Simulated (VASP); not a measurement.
A run of VASP 6.6.1:

The input INCAR:

```
PREC = Accurate
ENCUT = 500
EDIFF = 1E-6
ISMEAR = -1
SIGMA = 0.1
LREAL = False
LASPH = True
NELM = 200
ALGO = Normal
ISIF = 2
LWAVE = False
LCHARG = True
ISPIN = 2
MAGMOM = 0
LORBIT = 11
LMAXMIX = 4
GGA = PE
LELF = True
LVHAR = True
NBANDS = 16
GGA_COMPAT = False
```

KPOINTS

```
regular mesh
0
Gamma
  8 8 8
```

The input POSCAR:

```
V
1.0
    0.0000000000      1.9085000000      1.9085000000
    1.9085000000      0.0000000000      1.9085000000
    1.9085000000      1.9085000000      0.0000000000
V
1
Direct
    0.0000000000      0.0000000000      0.0000000000
```

Potentials or basis: VASP PAW PBE potentials, release 64 (V_sv).

Command:

```sh
$ cat potpaw_PBE.64/V_sv/POTCAR > POTCAR
$ mpirun -np 1 vasp_std > vasp.out
```

Hardware: 1 thread of Intel Xeon 8259CL (shared host).

Estimate the wall time of this run.

It took 22 s on 1 thread of Intel Xeon 8259CL, with other jobs on the host, peak memory 0.14 GiB. Counts: scf iterations 11, k points 29.
